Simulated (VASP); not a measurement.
# Ga (P6/mmm) in VASP: notebook, part 2 of 2

VASP 6.6.1.

## 3. Relaxation of cell and atoms, PBE, target pressure 19 GPa, at which the enthalpy is minimised

This run uses another cell than the first one, of 15.70 Å³/atom.

Input file INCAR:

```
SYSTEM = Ga
PREC = Accurate ; ENCUT = 600
EDIFF = 1E-7 ; ISMEAR = -1
SIGMA = 0.08 ; LREAL = .False.
LASPH = .True. ; NELM = 60
ALGO = Normal ; ISIF = 3
LWAVE = .False. ; LCHARG = .False.
GGA = PE ; IBRION = 2
NSW = 60 ; EDIFFG = -0.005
PSTRESS = 190.0
```

Input file KPOINTS:

```
regular mesh
0
Gamma
  16 16 15
  0 0 0
```

Input file POSCAR:

```
Ga
1.0
    2.6818148314      0.0000000000      0.0000000000
   -1.3409074157      2.3225197722      0.0000000000
    0.0000000000      0.0000000000      2.5209059415
Ga
1
Direct
    0.0000000000      0.0000000000      0.0000000000
```

Potentials or basis: VASP PAW PBE potentials, release 64 (Ga_d).

On the command line:

```sh
$ cat potpaw_PBE.64/Ga_d/POTCAR > POTCAR
$ mpirun -np 1 vasp_std > vasp.out
```

OUTCAR:

```text
SYSTEM = Ga
   PREC = Accurate
   ENCUT = 600
   EDIFF = 1E-7
   ISMEAR = -1
   LREAL = .False.
   LASPH = .True.
   NELM = 60
   ISIF = 3
   GGA = PE
   IBRION = 2
   NSW = 60
   EDIFFG = -0.005
   PSTRESS = 190.0

 ion  position               nearest neighbor table
   1  0.000  0.000  0.000-

  LATTYP: Found a hexagonal cell.
 ALAT       =     2.6818148314
 C/A-ratio  =     0.9400000000

  Lattice vectors:

 A1 = (   2.6818148314,   0.0000000000,   0.0000000000)
 A2 = (  -1.3409074157,   2.3225197722,   0.0000000000)
 A3 = (   0.0000000000,   0.0000000000,   2.5209059415)

Analysis of symmetry for initial positions (statically):
=====================================================================
 Subroutine PRICEL returns:
 Original cell was already a primitive cell.

 Routine SETGRP: Setting up the symmetry group for a
 hexagonal supercell.

 Subroutine GETGRP returns: Found 24 space group operations
 (whereof 24 operations were pure point group operations)
 out of a pool of 24 trial point group operations.

The static configuration has the point symmetry D_6h.

Analysis of symmetry for dynamics (positions and initial velocities):
=====================================================================
 Subroutine PRICEL returns:
 Original cell was already a primitive cell.

 Routine SETGRP: Setting up the symmetry group for a
 hexagonal supercell.

 Subroutine GETGRP returns: Found 24 space group operations
 (whereof 24 operations were pure point group operations)
 out of a pool of 24 trial point group operations.

The dynamic configuration has the point symmetry D_6h.

 Subroutine INISYM returns: Found 24 space group operations
 (whereof 24 operations are pure point group operations),
 and found     1 'primitive' translations

----------------------------------------------------------------------------------------

                                     Primitive cell

  volume of cell :      15.7016

  direct lattice vectors                    reciprocal lattice vectors
     2.681814831  0.000000000  0.000000000     0.372881822  0.215283420  0.000000000
    -1.340907416  2.322519772  0.000000000     0.000000000  0.430566840  0.000000000
     0.000000000  0.000000000  2.520905942     0.000000000  0.000000000  0.396682789

  length of vectors
     2.681814831  2.681814831  2.520905942     0.430566840  0.430566840  0.396682789

  position of ions in fractional coordinates (direct lattice)
     0.000000000  0.000000000  0.000000000

  ion indices of the primitive-cell ions
   primitive index   ion index
                 1           1

----------------------------------------------------------------------------------------

 KPOINTS: regular mesh

Automatic generation of k-mesh.
 Grid dimensions read from file:
 generate k-points for:   16   16   15

 Generating k-lattice:

  Cartesian coordinates                     Fractional coordinates (reciprocal lattice)
     0.023305114  0.013455214  0.000000000     0.062500000 -0.000000000  0.000000000
     0.000000000  0.026910428  0.000000000     0.000000000  0.062500000  0.000000000
     0.000000000  0.000000000  0.026445519     0.000000000  0.000000000  0.066666667

  Length of vectors
     0.026910428  0.026910428  0.026445519

  Shift w.r.t. Gamma in fractional coordinates (k-lattice)
     0.000000000  0.000000000  0.000000000

 Subroutine IBZKPT returns following result:
 ===========================================

 Found    240 irreducible k-points:

 Following reciprocal coordinates:
            Coordinates               Weight
  0.000000  0.000000  0.000000      1.000000
  0.062500 -0.000000  0.000000      6.000000
  0.125000 -0.000000  0.000000      6.000000
  0.187500 -0.000000  0.000000      6.000000
  0.250000 -0.000000  0.000000      6.000000
  0.312500 -0.000000  0.000000      6.000000
[... 16 lines left out ...]
  0.187500  0.187500  0.000000      6.000000
  0.250000  0.187500  0.000000     12.000000
 [... further k-points ...]
   k-points           NKPTS =    240   k-points in BZ     NKDIM =    240   number of bands    NBANDS=     10
   number of dos      NEDOS =    301   number of ions     NIONS =      1
   total plane-waves  NPLWV =  11520
   dimension x,y,z NGX =    24 NGY =   24 NGZ =   20
   dimension x,y,z NGXF=    48 NGYF=   48 NGZF=   40
   ions per type =               1
   NGX,Y,Z   is equivalent  to a cutoff of  14.88, 14.88, 13.19 a.u.
   NGXF,Y,Z  is equivalent  to a cutoff of  29.76, 29.76, 26.38 a.u.
 SYSTEM =  Ga
   PREC   = accura    normal or accurate (medium, high low for compatibility)
   ISTART =      0    job   : 0-new  1-cont  2-samecut
   ICHARG =      2    charge: 1-file 2-atom 10-const
   ISPIN  =      1    spin polarized calculation?
   LNONCOLLINEAR =      F non collinear calculations
   LSORBIT =      F    spin-orbit coupling
   LASPH  =      T    aspherical Exc in radial PAW
   ENCUT  =  600.0 eV  44.10 Ry    6.64 a.u.   5.36  5.36  5.03*2*pi/ulx,y,z
   NELM   =     60;   NELMIN=  2; NELMDL= -5     # of ELM steps
   EDIFF  = 0.1E-06   stopping-criterion for ELM
   LREAL  =      F    real-space projection
   EDIFFG = -.5E-02   stopping-criterion for IOM
   NSW    =     60    number of steps for IOM
   IBRION =      2    ionic relax: 0-MD 1-quasi-New 2-CG
   NFREE  =      1    steps in history (QN), initial steepest desc. (CG)
   ISIF   =      3    stress and relaxation
   ISYM   =      2    0-nonsym 1-usesym 2-fastsym
   POTIM  = 0.5000    time-step for ionic-motion
   TEBEG  =    0.0;   TEEND  =   0.0 temperature during run
   PSTRESS=  190.0 pullay stress
   NELECT =      13.0000    total number of electrons
   NUPDOWN=      -1.0000    fix difference up-down
   EMIN   =  10.00;   EMAX   =-10.00  energy-range for DOS
   EFERMI =   0.00;   METHOD = LEGACY
   ISMEAR =    -1;   SIGMA  =   0.08  broadening in eV -4-tet -1-fermi 0-gaus
   EFERMI_NEDOS =   21; number of points for ismear=-14 and -15
   IALGO  =     38    algorithm
   IMIX   =      4    mixing-type and parameters
     AMIX     =   0.40;   BMIX     =  1.00
     AMIX_MAG =   1.60;   BMIX_MAG =  1.00
  volume/ion in A,a.u.               =      15.70       105.96
  Fermi-wavevector in a.u.,A,eV,Ry     =   1.537238  2.904958 32.151920  2.363099
  Thomas-Fermi vector in A             =   2.643774
   LORBIT       =      0    0 simple, 1 ext, 2 COOP (PROOUT), +10 PAW based schemes
   GGA     = PE    functional components
   LHFCALC =     F    Hartree Fock is set to
   AEXX    =    0.0000 exact exchange contribution
   IVDW    =     0    specifies the selected vdW correction
   LEPSILON=     F    determine dielectric tensor
   LRPA    =     F    only Hartree local field effects (RPA)
 conjugate gradient relaxation of ions
 non-spin polarized calculation
  energy-cutoff  :      600.00
  volume of cell :       15.70
 maximum number of plane-waves:       550
 NGX is ok and might be reduce to    24
   NGX = 11   NGY = 11   NGZ = 11

--------------------------------------- Ionic step        1  -------------------------------------------

 number of electron      13.0000007 magnetization

 Free energy of the ion-electron system (eV)
  ---------------------------------------------------
  ext. energy  EPLUGINS =         0.00000000
  ---------------------------------------------------
  free energy    TOTEN  =        -2.70013388 eV

  energy without entropy =       -2.69134889  energy(sigma->0) =       -2.69574138

------------------------ aborting loop because EDIFF is reached ----------------------------------------

  FORCE on cell =-STRESS in cart. coord.  units (eV):
  Direction    XX          YY          ZZ          XY          YZ          ZX
  --------------------------------------------------------------------------------------
  -------------------------------------------------------------------------------------
  Total        1.5698002      1.5698002      2.1144750      0.0000000      0.0000000      0.0000000
  in kB      160.1806736    160.1806736    215.7586829      0.0000000      0.0000000      0.0000000
  external PRESSURE =     -11.2933233 kB  Pullay stress =     190.0000000 kB
[... 246 lines left out ...]
--------------------------------------- Ionic step        8  -------------------------------------------

 number of electron      13.0000003 magnetization

 Free energy of the ion-electron system (eV)
  ---------------------------------------------------
  ext. energy  EPLUGINS =         0.00000000
  ---------------------------------------------------
  free energy    TOTEN  =        -2.68640862 eV

  energy without entropy =       -2.67820815  energy(sigma->0) =       -2.68230838

 E-fermi :   7.3272     XC(G=0): -11.9750

 val. band max:        7.3086782297   @ k =   0.3750   0.2500   0.4000
 cond. band min:       7.3328460294   @ k =   0.3750  -0.0000   0.2000
 fundamental gap:      0.0241677997
 Fermi energy:         7.3271976526

 k-point     1 :       0.0000    0.0000    0.0000
  band No.  band energies     occupation
      1      -8.2099      2.00000
      2      -7.8170      2.00000
      3      -7.8170      2.00000
      4      -7.3925      2.00000
      5      -7.3925      2.00000
      6      -5.2292      2.00000
      7      17.0287      0.00000
      8      20.4818      0.00000
      9      21.3811      0.00000
     10      21.3811      0.00000
[... 287 lines left out ...]
 k-point    24 :       0.2500    0.1875    0.0000
  band No.  band energies     occupation
      1      -8.0245      2.00000
      2      -7.9033      2.00000
      3      -7.5680      2.00000
      4      -7.5349      2.00000
      5      -7.4638      2.00000
      6      -0.8620      2.00000
      7       8.3110      0.00001
      8      10.4165      0.00000
      9      21.4355      0.00000
     10      24.1906      0.00000

 [... further k-points ...]
[... 5 lines left out ...]
  --------------------------------------------------------------------------------------
  -------------------------------------------------------------------------------------
  Total        1.8428041      1.8428041      1.8429721      0.0000000     -0.0000000      0.0000000
  in kB      189.9548854    189.9548854    189.9722000      0.0000000     -0.0000000      0.0000000
  external PRESSURE =      -0.0393431 kB  Pullay stress =     190.0000000 kB
[... 20 lines left out ...]
  energy  without entropy=       -2.6782081459  energy(sigma->0) =       -2.68230838

  enthalpy is  TOTEN    =        -0.8431668133 eV   P V=        1.8432418075

 reached required accuracy - stopping structural energy minimisation
```

CONTCAR:

```text
Ga
   1.00000000000000
     2.6514499357577468    0.0000000000000000    0.0000000000000000
    -1.3257249678788734    2.2962230011737366   -0.0000000000000000
    -0.0000000000000000    0.0000000000000000    2.5529470044125642
  Ga
     1
Direct
     1.0000000000000000    0.0000000000000000    0.0000000000000000

  0.00000000E+00  0.00000000E+00  0.00000000E+00
```

It took 58 s on 1 thread of Intel Xeon 6975P-C (Granite Rapids), shared host; peak memory 0.18 GiB.

What came out:

```
Free energy                                                : -2.6864 eV
Relaxed volume                                             : 15.54 Å³/atom
Relaxed cell                                               : a = 2.651 Å, b = 2.651 Å, c = 2.553 Å, α = 90.00°, β = 90.00°, γ = 120.00°
Space group after relaxing (to 0.1 Å)                      : P6/mmm (No. 191)
Energy change on relaxing (the run minimises the enthalpy) : +13.7 meV/atom
Ionic steps                                                : 8
Pressure after relaxing                                    : 19.0 GPa
Band gap on the k mesh                                     : zero (an odd number of electrons rules out a gap without spin polarisation)
```

The path:
```tsv
step	energy change (eV)	largest force (eV/Å)	pressure (GPa)	volume (Å³)
1	0.0000	0.0000	17.87	15.70
2	0.0253	0.0000	19.82	15.45
3	0.0205	0.0000	19.48	15.49
4	0.0210	0.0000	19.50	15.48
5	0.0096	0.0000	18.68	15.58
6	0.0144	0.0000	19.03	15.54
7	0.0142	0.0000	19.01	15.54
8	0.0137	0.0000	19.00	15.54
```

Final structure:
```
Ga
1.0
     2.65145    0.00000    0.00000
    -1.32572    2.29622    0.00000
     0.00000    0.00000    2.55295
Ga
1
Direct
  0.00000 0.00000 0.00000
```

Levels at points of the mesh, in eV from the Fermi level:
```csv
k point,band 3,band 4,band 5,band 6,band 7,band 8,band 9,band 10
"(0.00, 0.00, 0.00)",-15.14,-14.72,-14.72,-12.56,9.70,13.15,14.05,14.05
"(0.50, 0.00, 0.00)",-14.95,-14.77,-14.68,-5.07,-4.94,7.88,11.73,15.76
```

Caveat: the cell is relaxed towards a set pressure, so the run minimises the enthalpy, not the energy.
